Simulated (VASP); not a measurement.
# Ag (R-3m) in VASP: notebook

Runs on Ag. Level: PBEsol. Tasks: single point, relaxation of cell and atoms.

Everything below comes from runs of VASP 6.6.1. Logs are shortened: lines on timing, memory, paths and dates and some standing lists are left out, and cuts for length are marked.

**1. The cell of the first run**

The structure is trigonal, space group R-3m (No. 166). The conventional cell has a = 2.856 Å, b = 2.856 Å, c = 21.267 Å, α = 90.00°, β = 90.00°, γ = 120.00°. Ag (site symmetry -3m) has 12 Ag at 2.86 to 2.88 Å within 3.8 Å. Within 3.8 Å of Ag (site symmetry 3m) lie 12 Ag at 2.86 to 2.88 Å.

**2. Single point, PBEsol**

Input file INCAR:

```
SYSTEM = Ag
ALGO = Normal
EDIFF = 1E-6
ENCUT = 520
GGA = PS
ISIF = 2
ISMEAR = 0
LASPH = .True.
LCHARG = .True.
LELF = .True.
LREAL = .False.
LVHAR = .True.
LWAVE = .False.
NBANDS = 24
NELM = 100
PREC = Accurate
SIGMA = 0.1
```

Input file KPOINTS:

```
k-points
0
Gamma
  9 9 9
  0 0 0
```

Input file POSCAR:

```
Ag
1.0
    1.4281642451      0.8245510114      7.0888603701
   -1.4281642451      0.8245510114      7.0888603701
    0.0000000000     -1.6491020227      7.0888603701
Ag
3
Direct
    0.0000000000      0.0000000000      0.0000000000
    0.7777013583      0.7777013583      0.7777013583
    0.2222986417      0.2222986417      0.2222986417
```

Potentials or basis: VASP PAW PBE potentials, release 64 (Ag).

Command:

```
$ cat potpaw_PBE.64/Ag/POTCAR > POTCAR
$ mpirun -np 1 vasp_std > vasp.out
```

OUTCAR:

```text
SYSTEM = Ag
   EDIFF = 1E-6
   ENCUT = 520
   GGA = PS
   ISIF = 2
   ISMEAR = 0
   LASPH = .True.
   LREAL = .False.
   NELM = 100
   PREC = Accurate

 ion  position               nearest neighbor table
   1  0.000  0.000  0.000-   2 2.88   2 2.88   3 2.88   3 2.88   2 2.88   3 2.88
   2  0.778  0.778  0.778-   1 2.88   1 2.88   1 2.88   3 2.88   3 2.88   3 2.88
   3  0.222  0.222  0.222-   1 2.88   1 2.88   1 2.88   2 2.88   2 2.88   2 2.88

  LATTYP: Found a trigonal (rhomboedric) cell.
 ALAT       =     7.2781507836
 COS(alpha) =     0.9229905166

  Lattice vectors:

 A1 = (   1.4281642451,   0.8245510114,   7.0888603701)
 A2 = (  -1.4281642451,   0.8245510114,   7.0888603701)
 A3 = (   0.0000000000,  -1.6491020227,   7.0888603701)

Analysis of symmetry for initial positions (statically):
=====================================================================
 Subroutine PRICEL returns:
 Original cell was already a primitive cell.

 Routine SETGRP: Setting up the symmetry group for a
 trigonal (rhombohedral) supercell.

 Subroutine GETGRP returns: Found 12 space group operations
 (whereof 12 operations were pure point group operations)
 out of a pool of 12 trial point group operations.

The static configuration has the point symmetry D_3d.

Analysis of symmetry for dynamics (positions and initial velocities):
=====================================================================
 Subroutine PRICEL returns:
 Original cell was already a primitive cell.

 Routine SETGRP: Setting up the symmetry group for a
 trigonal (rhombohedral) supercell.

 Subroutine GETGRP returns: Found 12 space group operations
 (whereof 12 operations were pure point group operations)
 out of a pool of 12 trial point group operations.

The dynamic configuration has the point symmetry D_3d.

 Subroutine INISYM returns: Found 12 space group operations
 (whereof 12 operations are pure point group operations),
 and found     1 'primitive' translations

----------------------------------------------------------------------------------------

                                     Primitive cell

  volume of cell :      50.0868

  direct lattice vectors                    reciprocal lattice vectors
     1.428164245  0.824551011  7.088860370     0.350099788  0.202130207  0.047022133
    -1.428164245  0.824551011  7.088860370    -0.350099788  0.202130207  0.047022133
     0.000000000 -1.649102023  7.088860370     0.000000000 -0.404260414  0.047022133

  length of vectors
     7.278150784  7.278150784  7.278150784     0.406985950  0.406985950  0.406985950

  position of ions in fractional coordinates (direct lattice)
     0.000000000  0.000000000  0.000000000
     0.777701358  0.777701358  0.777701358
     0.222298642  0.222298642  0.222298642

  ion indices of the primitive-cell ions
   primitive index   ion index
                 1           1
                 2           2
                 3           3

----------------------------------------------------------------------------------------

 KPOINTS: k-points

Automatic generation of k-mesh.
 Grid dimensions read from file:
 generate k-points for:    9    9    9

 Generating k-lattice:

  Cartesian coordinates                     Fractional coordinates (reciprocal lattice)
     0.038899976  0.022458912  0.005224681     0.111111111  0.000000000  0.000000000
    -0.038899976  0.022458912  0.005224681     0.000000000  0.111111111  0.000000000
     0.000000000 -0.044917824  0.005224681     0.000000000  0.000000000  0.111111111

  Length of vectors
     0.045220661  0.045220661  0.045220661

  Shift w.r.t. Gamma in fractional coordinates (k-lattice)
     0.000000000  0.000000000  0.000000000

 Subroutine IBZKPT returns following result:
 ===========================================

 Found     85 irreducible k-points:

 Following reciprocal coordinates:
            Coordinates               Weight
  0.000000  0.000000  0.000000      1.000000
  0.111111 -0.000000  0.000000      6.000000
  0.222222 -0.000000  0.000000      6.000000
  0.333333 -0.000000  0.000000      6.000000
  0.444444 -0.000000  0.000000      6.000000
  0.111111  0.111111  0.000000      6.000000
[... 16 lines left out ...]
 -0.333333  0.333333  0.000000      6.000000
  0.444444  0.444444  0.000000      6.000000
 [... further k-points ...]
   k-points           NKPTS =     85   k-points in BZ     NKDIM =     85   number of bands    NBANDS=     24
   number of dos      NEDOS =    301   number of ions     NIONS =      3
   total plane-waves  NPLWV = 157464
   dimension x,y,z NGX =    54 NGY =   54 NGZ =   54
   dimension x,y,z NGXF=   108 NGYF=  108 NGZF=  108
   ions per type =               3
   NGX,Y,Z   is equivalent  to a cutoff of  12.33, 12.33, 12.33 a.u.
   NGXF,Y,Z  is equivalent  to a cutoff of  24.67, 24.67, 24.67 a.u.
 SYSTEM =  Ag
   PREC   = accura    normal or accurate (medium, high low for compatibility)
   ISTART =      0    job   : 0-new  1-cont  2-samecut
   ICHARG =      2    charge: 1-file 2-atom 10-const
   ISPIN  =      1    spin polarized calculation?
   LNONCOLLINEAR =      F non collinear calculations
   LSORBIT =      F    spin-orbit coupling
   LASPH  =      T    aspherical Exc in radial PAW
   ENCUT  =  520.0 eV  38.22 Ry    6.18 a.u.  13.53 13.53 13.53*2*pi/ulx,y,z
   NELM   =    100;   NELMIN=  2; NELMDL= -5     # of ELM steps
   EDIFF  = 0.1E-05   stopping-criterion for ELM
   LREAL  =      F    real-space projection
   EDIFFG = 0.1E-04   stopping-criterion for IOM
   NSW    =      0    number of steps for IOM
   IBRION =     -1    ionic relax: 0-MD 1-quasi-New 2-CG
   NFREE  =      0    steps in history (QN), initial steepest desc. (CG)
   ISIF   =      2    stress and relaxation
   ISYM   =      2    0-nonsym 1-usesym 2-fastsym
   POTIM  = 0.5000    time-step for ionic-motion
   TEBEG  =    0.0;   TEEND  =   0.0 temperature during run
   PSTRESS=    0.0 pullay stress
   NELECT =      33.0000    total number of electrons
   NUPDOWN=      -1.0000    fix difference up-down
   EMIN   =  10.00;   EMAX   =-10.00  energy-range for DOS
   EFERMI =   0.00;   METHOD = LEGACY
   ISMEAR =     0;   SIGMA  =   0.10  broadening in eV -4-tet -1-fermi 0-gaus
   EFERMI_NEDOS =   21; number of points for ismear=-14 and -15
   IALGO  =     38    algorithm
   IMIX   =      4    mixing-type and parameters
     AMIX     =   0.40;   BMIX     =  1.00
     AMIX_MAG =   1.60;   BMIX_MAG =  1.00
  volume/ion in A,a.u.               =      16.70       112.67
  Fermi-wavevector in a.u.,A,eV,Ry     =   1.424530  2.691972 27.610120  2.029287
  Thomas-Fermi vector in A             =   2.545011
   LORBIT       =      0    0 simple, 1 ext, 2 COOP (PROOUT), +10 PAW based schemes
   GGA     = PS    functional components
   LHFCALC =     F    Hartree Fock is set to
   AEXX    =    0.0000 exact exchange contribution
   IVDW    =     0    specifies the selected vdW correction
   LEPSILON=     F    determine dielectric tensor
   LRPA    =     F    only Hartree local field effects (RPA)
 non-spin polarized calculation
 Gauss-broadening in eV      SIGMA  =   0.10
  energy-cutoff  :      520.00
  volume of cell :       50.09
 maximum number of plane-waves:      1365
 NGX is ok and might be reduce to    54
   NGX = 27   NGY = 27   NGZ = 27

 number of electron      33.0000008 magnetization

 Free energy of the ion-electron system (eV)
  ---------------------------------------------------
  ext. energy  EPLUGINS =         0.00000000
  ---------------------------------------------------
  free energy    TOTEN  =        -9.95499718 eV

  energy without entropy =       -9.95044723  energy(sigma->0) =       -9.95272220

 E-fermi :   8.5960     XC(G=0): -12.5377

 val. band max:        8.5855631022   @ k =   0.3333   0.2222   0.1111
 cond. band min:       8.6025601813   @ k =  -0.2222   0.1111   0.1111
 fundamental gap:      0.0169970791
 Fermi energy:         8.5959644082

 k-point     1 :       0.0000    0.0000    0.0000
  band No.  band energies     occupation
      1       0.5393      2.00000
      2       2.0857      2.00000
      3       2.0860      2.00000
      4       3.6154      2.00000
      5       3.6767      2.00000
      6       3.6767      2.00000
[... 16 lines left out ...]
     23      25.5905      0.00000
     24      26.8742      0.00000

 k-point     2 :       0.1111   -0.0000    0.0000
  band No.  band energies     occupation
      1       0.8907      2.00000
      2       2.3308      2.00000
      3       2.3389      2.00000
      4       3.5047      2.00000
      5       3.5421      2.00000
      6       3.7410      2.00000
[... 16 lines left out ...]
     23      25.1525      0.00000
     24      25.6059      0.00000

 k-point     3 :       0.2222   -0.0000    0.0000
  band No.  band energies     occupation
      1       1.7628      2.00000
      2       2.6606      2.00000
      3       2.7358      2.00000
      4       3.0619      2.00000
      5       3.2868      2.00000
      6       3.5203      2.00000
[... 16 lines left out ...]
     23      23.5674      0.00000
     24      23.5976      0.00000

 k-point     4 :       0.3333   -0.0000    0.0000
  band No.  band energies     occupation
      1       2.1936      2.00000
      2       2.4215      2.00000
      3       2.5602      2.00000
      4       2.7411      2.00000
      5       2.9182      2.00000
      6       3.7809      2.00000
[... 16 lines left out ...]
     23      20.6853      0.00000
     24      21.8121      0.00000

 k-point     5 :       0.4444   -0.0000    0.0000
  band No.  band energies     occupation
      1       2.0182      2.00000
      2       2.2632      2.00000
      3       2.3213      2.00000
      4       2.6147      2.00000
      5       2.6687      2.00000
      6       3.6820      2.00000
[... 16 lines left out ...]
     23      20.8801      0.00000
     24      21.0739      0.00000

 k-point     6 :       0.1111    0.1111    0.0000
  band No.  band energies     occupation
      1       0.9050      2.00000
      2       2.3044      2.00000
      3       2.3561      2.00000
      4       3.5018      2.00000
      5       3.5574      2.00000
      6       3.6951      2.00000
[... 16 lines left out ...]
     23      25.2835      0.00000
     24      25.5469      0.00000
[... 379 lines left out ...]
 k-point    21 :       0.4444    0.3333    0.0000
  band No.  band energies     occupation
      1       2.2655      2.00000
      2       2.3650      2.00000
      3       2.5821      2.00000
      4       2.7472      2.00000
      5       3.2032      2.00000
      6       3.3920      2.00000
[... 16 lines left out ...]
     23      19.7986      0.00000
     24      21.3146      0.00000

 k-point    22 :      -0.4444    0.3333   -0.0000
  band No.  band energies     occupation
      1       2.4625      2.00000
      2       2.6856      2.00000
      3       2.7493      2.00000
      4       2.9623      2.00000
      5       3.3128      2.00000
      6       3.4061      2.00000
[... 16 lines left out ...]
     23      18.4055      0.00000
     24      18.5724      0.00000

 k-point    23 :      -0.3333    0.3333    0.0000
  band No.  band energies     occupation
      1       2.6368      2.00000
      2       2.8759      2.00000
      3       2.9000      2.00000
      4       3.0753      2.00000
      5       3.2079      2.00000
      6       3.4168      2.00000
[... 16 lines left out ...]
     23      17.1884      0.00000
     24      18.1904      0.00000

 k-point    24 :       0.4444    0.4444    0.0000
  band No.  band energies     occupation
      1       2.0270      2.00000
      2       2.0882      2.00000
      3       2.4085      2.00000
      4       2.5314      2.00000
      5       3.1358      2.00000
      6       3.3083      2.00000
[... 16 lines left out ...]
     23      19.5638      0.00000
     24      20.1868      0.00000

 [... further k-points ...]

------------------------ aborting loop because EDIFF is reached ----------------------------------------

  FORCE on cell =-STRESS in cart. coord.  units (eV):
  Direction    XX          YY          ZZ          XY          YZ          ZX
  --------------------------------------------------------------------------------------
  -------------------------------------------------------------------------------------
  Total       -0.1605948     -0.1605948     -0.1879421      0.0000000     -0.0000000     -0.0000000
  in kB       -5.1371072     -5.1371072     -6.0118946      0.0000000     -0.0000000     -0.0000000
  external PRESSURE =      -5.4287030 kB  Pullay stress =       0.0000000 kB

 VOLUME and BASIS-vectors are now :
 -----------------------------------------------------------------------------
  energy-cutoff  :      520.00
  volume of cell :       50.09
      direct lattice vectors                 reciprocal lattice vectors
     1.428164245  0.824551011  7.088860370     0.350099788  0.202130207  0.047022133
    -1.428164245  0.824551011  7.088860370    -0.350099788  0.202130207  0.047022133
     0.000000000 -1.649102023  7.088860370     0.000000000 -0.404260414  0.047022133

 POSITION                                       TOTAL-FORCE (eV/Angst)
 -----------------------------------------------------------------------------------
      0.00000      0.00000      0.00000         0.000000      0.000000     -0.000000
      0.00000      0.00000     16.53905         0.000000      0.000000      0.000789
      0.00000      0.00000      4.72753         0.000000     -0.000000     -0.000789
 -----------------------------------------------------------------------------------
    total drift:                               -0.000000     -0.000000      0.000000

  FREE ENERGIE OF THE ION-ELECTRON SYSTEM (eV)
  ---------------------------------------------------
  free  energy   TOTEN  =        -9.9549971773 eV

  energy  without entropy=       -9.9504472266  energy(sigma->0) =       -9.95272220
```

Run time: 4.3 min. Hardware: 1 thread of Intel Xeon Platinum 8488C (Sapphire Rapids), shared host; peak memory 0.41 GiB.

What came out:

```
Free energy : -9.9550 eV
Pressure    : -0.5 GPa
```

Levels at points of the mesh, in eV from the Fermi level:
| k point | band 14 | band 15 | band 16 | band 17 | band 18 | band 19 | band 20 | band 21 |
| --- | --- | --- | --- | --- | --- | --- | --- | --- |
| (0.00, 0.00, 0.00) | -3.54 | -3.38 | -3.38 | -3.26 | -3.26 | 7.75 | 7.78 | 15.57 |

Caveat: the PAW data sets were made with another functional, which shifts forces and pressure a little.

**3. Relaxation of cell and atoms, PBEsol**

This run uses another cell than the first one, of 16.78 Å³/atom, 1.005 times its volume.

Input file INCAR:

```
SYSTEM = Ag
  PREC = Accurate
  ENCUT = 600
  EDIFF = 1E-6
  ISMEAR = 0
  SIGMA = 0.1
  LREAL = .FALSE.
  LASPH = .TRUE.
  NELM = 100
  ALGO = Normal
  ISIF = 3
  LWAVE = .FALSE.
  LCHARG = .FALSE.
  GGA = PS
  IBRION = 2
  NSW = 90
  EDIFFG = -0.04
```

Input file KPOINTS:

```
regular mesh
0
G
  9 9 9
  0 0 0
```

Input file POSCAR:

```
Ag
1.0
    1.4448702859      0.8341962485      6.9597360086
   -1.4448702859      0.8341962485      6.9597360086
    0.0000000000     -1.6683924970      6.9597360086
Ag
3
Direct
    0.0000000000      0.0000000000      0.0000000000
    0.7776807020      0.7776807020      0.7776807020
    0.2223192980      0.2223192980      0.2223192980
```

Potentials or basis: VASP PAW PBE potentials, release 64 (Ag).

Command:

```
$ cat potpaw_PBE.64/Ag/POTCAR > POTCAR
$ mpirun -np 1 vasp_std > vasp.out
```

Run time: 13 min. Hardware: 1 thread of Intel Xeon Platinum 8488C (Sapphire Rapids), shared host; peak memory 0.57 GiB.

The run converged. Its results:

```yaml
Free_energy: -9.9558 eV
Relaxed_volume: 16.61 Å³/atom
Relaxed_cell: a = 7.263 Å, b = 7.263 Å, c = 7.263 Å, α = 22.64°, β = 22.64°, γ = 22.64°
Space_group_after_relaxing_to_0.05_Å: R-3m (No. 166)
Energy_gained_by_relaxing: 4.5 meV/atom
Ionic_steps: 5
Pressure_after_relaxing: 0.1 GPa
Largest_force_after_relaxing: 0.003 eV/Å
```

Forces in eV/Å, atoms in the order of the input:
```
Ag   0.000  0.000  0.000
Ag   0.000  0.000  0.003
Ag   0.000  0.000 -0.003
```

The path:
```
step  energy change (eV)  largest force (eV/Å)  pressure (GPa)  volume (Å³)
   1              0.0000                0.0006           -1.08        50.33
   2             -0.0111                0.0045            0.80        49.51
   3             -0.0111                0.0039            1.01        49.45
   4             -0.0132                0.0029           -0.24        49.94
   5             -0.0134                0.0032            0.07        49.83
```

Final structure:
```xyz
3
Lattice="1.4260 0.8233 7.0741 -1.4260 0.8233 7.0741 0.0000 -1.6466 7.0741" Properties=species:S:1:pos:R:3 pbc="T T T"
Ag    0.0000    0.0000    0.0000
Ag    0.0000    0.0000   16.5044
Ag    0.0000    0.0000    4.7179
```

Levels at points of the mesh, in eV from the Fermi level:
| k point | band 13 | band 14 | band 15 | band 16 | band 17 | band 18 | band 19 | band 20 |
| --- | --- | --- | --- | --- | --- | --- | --- | --- |
| (0.00, 0.00, 0.00) | -3.56 | -3.56 | -3.39 | -3.39 | -3.27 | -3.27 | 7.79 | 7.82 |

Caveat: the PAW data sets were made with another functional, which shifts forces and pressure a little.
